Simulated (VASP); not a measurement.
# C (Cmmm) in VASP: a series of runs, part 2 of 2

VASP 6.6.1. The steps go on from the part before.

**3. Single point, PBE+D3(BJ)**

The input, INCAR:

```
SYSTEM = C
  ALGO = Normal
  EDIFF = 1E-6
  ENCUT = 520
  GGA = PE
  ISIF = 2
  ISMEAR = 0
  IVDW = 12
  LASPH = .TRUE.
  LCHARG = .TRUE.
  LELF = .TRUE.
  LREAL = .FALSE.
  LVHAR = .TRUE.
  LWAVE = .FALSE.
  NBANDS = 11
  NELM = 80
  PREC = Accurate
  SIGMA = 0.15
```

The input, KPOINTS:

```
k-points
0
G
  21 21 12
  0 0 0
```

The input, POSCAR:

```
C
1.0
    2.4030435525      0.0000000000      0.0000000000
   -1.2015217762      2.0810967628      0.0000000000
    0.0000000000      0.0000000000      3.4826705289
C
2
Direct
    0.3239632741      0.6479265481      0.0000000000
    0.6760367259      0.3520734519      0.0000000000
```

Potentials or basis: VASP PAW PBE potentials, release 64 (C).

The run is started by

```console
$ cat potpaw_PBE.64/C/POTCAR > POTCAR
$ mpirun -np 1 vasp_std > vasp.out
```

OUTCAR:

```text
SYSTEM = C
   EDIFF = 1E-6
   ENCUT = 520
   GGA = PE
   ISIF = 2
   ISMEAR = 0
   IVDW = 12
   LASPH = .TRUE.
   LREAL = .FALSE.
   NELM = 80
   PREC = Accurate
 IVDW          = 12

 ion  position               nearest neighbor table
   1  0.324  0.648  0.000-   2 1.35   2 1.35   2 1.47
   2  0.676  0.352  0.000-   1 1.35   1 1.35   1 1.47

  LATTYP: Found a hexagonal cell.
 ALAT       =     2.4030435525
 C/A-ratio  =     1.4492748270

  Lattice vectors:

 A1 = (   2.4030435525,   0.0000000000,   0.0000000000)
 A2 = (  -1.2015217762,   2.0810967628,   0.0000000000)
 A3 = (   0.0000000000,   0.0000000000,   3.4826705289)

Analysis of symmetry for initial positions (statically):
=====================================================================
 Subroutine PRICEL returns:
 Original cell was already a primitive cell.

 Routine SETGRP: Setting up the symmetry group for a
 hexagonal supercell.

 Subroutine GETGRP returns: Found  8 space group operations
 (whereof  8 operations were pure point group operations)
 out of a pool of 24 trial point group operations.

The static configuration has the point symmetry D_2h.

Analysis of symmetry for dynamics (positions and initial velocities):
=====================================================================
 Subroutine PRICEL returns:
 Original cell was already a primitive cell.

 Routine SETGRP: Setting up the symmetry group for a
 hexagonal supercell.

 Subroutine GETGRP returns: Found  8 space group operations
 (whereof  8 operations were pure point group operations)
 out of a pool of 24 trial point group operations.

The dynamic configuration has the point symmetry D_2h.

 Subroutine INISYM returns: Found  8 space group operations
 (whereof  8 operations are pure point group operations),
 and found     1 'primitive' translations

----------------------------------------------------------------------------------------

                                     Primitive cell

  volume of cell :      17.4167

  direct lattice vectors                    reciprocal lattice vectors
[... 116 lines left out ...]
   LEPSILON=     F    determine dielectric tensor
   LRPA    =     F    only Hartree local field effects (RPA)
 non-spin polarized calculation
 Gauss-broadening in eV      SIGMA  =   0.15
  energy-cutoff  :      520.00
  volume of cell :       17.42
 maximum number of plane-waves:       487
 NGX is ok and might be reduce to    18
   NGX =  9   NGY =  9   NGZ = 13

 number of electron       7.9999999 magnetization

 Free energy of the ion-electron system (eV)
  ---------------------------------------------------
  ext. energy  EPLUGINS =         0.00000000
  ---------------------------------------------------
  free energy    TOTEN  =       -18.13591993 eV

  energy without entropy =      -18.13534883  energy(sigma->0) =      -18.13563438

 E-fermi :   4.8042     XC(G=0): -10.1959

 val. band max:        4.7571643094   @ k =   0.3810   0.3333   0.4167
 cond. band min:       4.8173519678   @ k =   0.3333   0.3333   0.0000
 fundamental gap:      0.0601876584
 Fermi energy:         4.8042308696

 k-point     1 :       0.0000    0.0000    0.0000
  band No.  band energies     occupation
      1     -15.4180      2.00000
      2      -2.4975      2.00000
      3       0.6132      2.00000
      4       3.1491      2.00000
      5       8.5368      0.00000
      6      12.0330      0.00000
      7      15.2733      0.00000
      8      17.4409      0.00000
      9      19.0047      0.00000
     10      27.9672      0.00000
     11      29.4476      0.00000
[... 309 lines left out ...]
 k-point    24 :       0.0952    0.0476    0.0000
  band No.  band energies     occupation
      1     -15.0239      2.00000
      2      -2.0384      2.00000
      3      -0.3398      2.00000
      4       1.8044      2.00000
      5       9.0142      0.00000
      6      12.8432      0.00000
      7      16.1429      0.00000
      8      16.2895      0.00000
      9      19.5989      0.00000
     10      28.5324      0.00000
     11      29.0527      0.00000

 [... further k-points ...]

------------------------ aborting loop because EDIFF is reached ----------------------------------------

 Edisp (eV)   -0.29515

 E8    (eV) :    -0.0832

  FORCE on cell =-STRESS in cart. coord.  units (eV):
  Direction    XX          YY          ZZ          XY          YZ          ZX
  --------------------------------------------------------------------------------------
  -------------------------------------------------------------------------------------
  Total       5.84178     3.10143     0.05774     0.00000     0.00000     0.00000
  in kB     537.38964   285.30337     5.31149     0.00000     0.00000     0.00000
  external pressure =      276.00 kB  Pullay stress =        0.00 kB

 VOLUME and BASIS-vectors are now :
 -----------------------------------------------------------------------------
  energy-cutoff  :      520.00
  volume of cell :       17.42
      direct lattice vectors                 reciprocal lattice vectors
     2.403043552  0.000000000  0.000000000     0.416138941  0.240257930  0.000000000
    -1.201521776  2.081096763  0.000000000     0.000000000  0.480515860  0.000000000
     0.000000000  0.000000000  3.482670529     0.000000000  0.000000000  0.287135976

 POSITION                                       TOTAL-FORCE (eV/Angst)
 -----------------------------------------------------------------------------------
      0.00000      1.34840      0.00000         0.000000      4.531545      0.000000
      1.20152      0.73270      0.00000        -0.000000     -4.531545      0.000000
 -----------------------------------------------------------------------------------
    total drift:                               -0.000000      0.000000     -0.000000

  FREE ENERGIE OF THE ION-ELECTRON SYSTEM (eV)
  ---------------------------------------------------
  free  energy   TOTEN  =       -18.4310662470 eV

  energy  without entropy=      -18.4304951430  energy(sigma->0) =      -18.43078069
```

OSZICAR:

```text
N       E                     dE             d eps       ncg     rms          rms(c)
DAV:   1     0.614260313453E+01    0.61426E+01   -0.44696E+03 19133   0.659E+02
DAV:   2    -0.191160529346E+02   -0.25259E+02   -0.23983E+02 24652   0.134E+02
DAV:   3    -0.196867504819E+02   -0.57070E+00   -0.56924E+00 23889   0.166E+01
DAV:   4    -0.196887639648E+02   -0.20135E-02   -0.20133E-02 21834   0.119E+00
DAV:   5    -0.196887721106E+02   -0.81458E-05   -0.81454E-05 23500   0.687E-02    0.705E+00
DAV:   6    -0.185058990793E+02    0.11829E+01   -0.93656E-01 21235   0.594E+00    0.410E+00
DAV:   7    -0.181303503508E+02    0.37555E+00   -0.10962E+00 21753   0.642E+00    0.122E+00
DAV:   8    -0.181363391741E+02   -0.59888E-02   -0.31279E-02 20627   0.114E+00    0.163E-01
DAV:   9    -0.181358114517E+02    0.52772E-03   -0.10880E-03 21973   0.211E-01    0.724E-02
DAV:  10    -0.181359140536E+02   -0.10260E-03   -0.23264E-04 20687   0.107E-01    0.386E-02
DAV:  11    -0.181359194485E+02   -0.53949E-05   -0.14703E-05 21797   0.239E-02    0.390E-03
DAV:  12    -0.181359199311E+02   -0.48264E-06   -0.81423E-07 20859   0.697E-03
   1 F= -.18431066E+02 E0= -.18430781E+02  d E =-.571104E-03
```

Run time: 50 s. Hardware: 1 thread of Intel Xeon 6975P-C (Granite Rapids), shared host; peak memory 0.24 GiB.

What came out:

- Free energy: -18.4311 eV
- Pressure: 27.6 GPa
- Largest force: 4.532 eV/Å
- Band gap on the k mesh: zero (band 4 reaches 4.93 eV, above the bottom of band 5 at 4.70 eV)
- Dispersion energy per atom: -0.148 eV

Forces in eV/Å, atoms in the order of the input:
```
C    0.000  4.532  0.000
C    0.000 -4.532  0.000
```

Levels at points of the mesh, in eV from the Fermi level:
```csv
k point,band 2,band 3,band 4,band 5,band 6,band 7
"(0.00, 0.00, 0.00)",-7.30,-4.19,-1.66,3.73,7.23,10.47
"(0.00, 0.00, 0.50)",-8.87,-4.17,-1.63,7.29,9.44,10.55
```

Caveat: forces of over 1 eV/Å act on the atoms, so gaps and moduli don't describe the material at rest.

**4. Single point, PBE+D3(BJ)**

The input, INCAR:

```
PREC = Accurate
ENCUT = 520
EDIFF = 1E-6
ISMEAR = 0
SIGMA = 0.15
LREAL = F
LASPH = T
NELM = 60
ALGO = Normal
ISIF = 2
LWAVE = F
LCHARG = F
GGA = PE
IVDW = 12
NBANDS = 11
```

The input, KPOINTS:

```
regular mesh
0
Gamma
  21 21 12
```

The input, POSCAR:

```
C
1.0
    2.4030435525      0.0000000000      0.0000000000
   -1.2015217762      2.0810967628      0.0000000000
    0.0000000000      0.0000000000      3.4826705289
C
2
Direct
    0.3427033926      0.6854067852      0.0000000000
    0.6572966074      0.3145932148      0.0000000000
```

Potentials or basis: VASP PAW PBE potentials, release 64 (C).

The run is started by

```console
$ cat potpaw_PBE.64/C/POTCAR > POTCAR
$ mpirun -np 1 vasp_std > vasp.out
```

OUTCAR:

```text
PREC = Accurate
   ENCUT = 520
   EDIFF = 1E-6
   ISMEAR = 0
   LREAL = F
   LASPH = T
   NELM = 60
   ISIF = 2
   GGA = PE
   IVDW = 12
 IVDW          = 12

 ion  position               nearest neighbor table
   1  0.343  0.685  0.000-   2 1.31   2 1.43   2 1.43
   2  0.657  0.315  0.000-   1 1.31   1 1.43   1 1.43

  LATTYP: Found a hexagonal cell.
 ALAT       =     2.4030435525
 C/A-ratio  =     1.4492748270

  Lattice vectors:

 A1 = (   2.4030435525,   0.0000000000,   0.0000000000)
 A2 = (  -1.2015217762,   2.0810967628,   0.0000000000)
 A3 = (   0.0000000000,   0.0000000000,   3.4826705289)

Analysis of symmetry for initial positions (statically):
=====================================================================
 Subroutine PRICEL returns:
 Original cell was already a primitive cell.

 Routine SETGRP: Setting up the symmetry group for a
 hexagonal supercell.

 Subroutine GETGRP returns: Found  8 space group operations
 (whereof  8 operations were pure point group operations)
 out of a pool of 24 trial point group operations.

The static configuration has the point symmetry D_2h.

Analysis of symmetry for dynamics (positions and initial velocities):
[... 171 lines left out ...]
      3       0.6521      2.00000
      4       3.1160      2.00000
      5       8.5358      0.00000
      6      12.0526      0.00000
      7      15.1759      0.00000
      8      17.4512      0.00000
      9      19.0637      0.00000
     10      27.9795      0.00000
     11      29.4125      0.00000
[... 309 lines left out ...]
 k-point    24 :       0.0952    0.0476    0.0000
  band No.  band energies     occupation
      1     -15.0256      2.00000
      2      -2.0367      2.00000
      3      -0.3457      2.00000
      4       1.8148      2.00000
      5       9.0225      0.00000
      6      13.0481      0.00000
      7      15.9471      0.00000
      8      16.1138      0.00000
      9      19.6839      0.00000
     10      28.7138      0.00000
     11      29.0696      0.00000

 [... further k-points ...]

------------------------ aborting loop because EDIFF is reached ----------------------------------------

 Edisp (eV)   -0.29512

 E8    (eV) :    -0.0832

  FORCE on cell =-STRESS in cart. coord.  units (eV):
  Direction    XX          YY          ZZ          XY          YZ          ZX
  --------------------------------------------------------------------------------------
  -------------------------------------------------------------------------------------
  Total       3.01085     6.12132     0.05828     0.00000     0.00000     0.00000
  in kB     276.97005   563.10504     5.36153     0.00000     0.00000     0.00000
  external pressure =      281.81 kB  Pullay stress =        0.00 kB

 VOLUME and BASIS-vectors are now :
 -----------------------------------------------------------------------------
  energy-cutoff  :      520.00
  volume of cell :       17.42
      direct lattice vectors                 reciprocal lattice vectors
     2.403043552  0.000000000  0.000000000     0.416138941  0.240257930  0.000000000
    -1.201521776  2.081096763  0.000000000     0.000000000  0.480515860  0.000000000
     0.000000000  0.000000000  3.482670529     0.000000000  0.000000000  0.287135976

 POSITION                                       TOTAL-FORCE (eV/Angst)
 -----------------------------------------------------------------------------------
      0.00000      1.42640      0.00000        -0.000000     -5.563042      0.000000
      1.20152      0.65470      0.00000         0.000000      5.563042      0.000000
 -----------------------------------------------------------------------------------
    total drift:                                0.000000     -0.000000      0.000000

  FREE ENERGIE OF THE ION-ELECTRON SYSTEM (eV)
  ---------------------------------------------------
  free  energy   TOTEN  =       -18.4042730276 eV

  energy  without entropy=      -18.4035737851  energy(sigma->0) =      -18.40392341
```

OSZICAR:

```text
N       E                     dE             d eps       ncg     rms          rms(c)
DAV:   1     0.605607923477E+01    0.60561E+01   -0.44714E+03 19200   0.659E+02
DAV:   2    -0.191028437979E+02   -0.25159E+02   -0.23890E+02 24685   0.134E+02
DAV:   3    -0.196749383870E+02   -0.57209E+00   -0.57083E+00 23868   0.166E+01
DAV:   4    -0.196769666118E+02   -0.20282E-02   -0.20281E-02 21665   0.118E+00
DAV:   5    -0.196769748019E+02   -0.81901E-05   -0.81901E-05 23437   0.690E-02    0.708E+00
DAV:   6    -0.184815280228E+02    0.11954E+01   -0.95131E-01 21289   0.603E+00    0.411E+00
DAV:   7    -0.181037247029E+02    0.37780E+00   -0.11081E+00 21744   0.649E+00    0.123E+00
DAV:   8    -0.181096166450E+02   -0.58919E-02   -0.30981E-02 20645   0.115E+00    0.162E-01
DAV:   9    -0.181090403085E+02    0.57634E-03   -0.12687E-03 22128   0.231E-01    0.699E-02
DAV:  10    -0.181091416487E+02   -0.10134E-03   -0.19378E-04 20510   0.100E-01    0.298E-02
DAV:  11    -0.181091530951E+02   -0.11446E-04   -0.14951E-05 21685   0.255E-02    0.308E-03
DAV:  12    -0.181091535470E+02   -0.45187E-06   -0.15529E-06 21243   0.900E-03
   1 F= -.18404273E+02 E0= -.18403923E+02  d E =-.699243E-03
```

Wall time 64 s (1 thread of Intel Xeon 6975P-C (Granite Rapids), shared host); peak memory 0.24 GiB.

What came out:

- Free energy: -18.4043 eV
- Pressure: 28.2 GPa
- Largest force: 5.563 eV/Å
- Band gap on the k mesh: zero (band 4 reaches 4.83 eV, above the bottom of band 5 at 4.65 eV)
- Dispersion energy per atom: -0.148 eV

Forces in eV/Å, atoms in the order of the input:
```
C    0.000 -5.563  0.000
C    0.000  5.563  0.000
```

Caveat: forces of over 1 eV/Å act on the atoms, so gaps and moduli don't describe the material at rest.
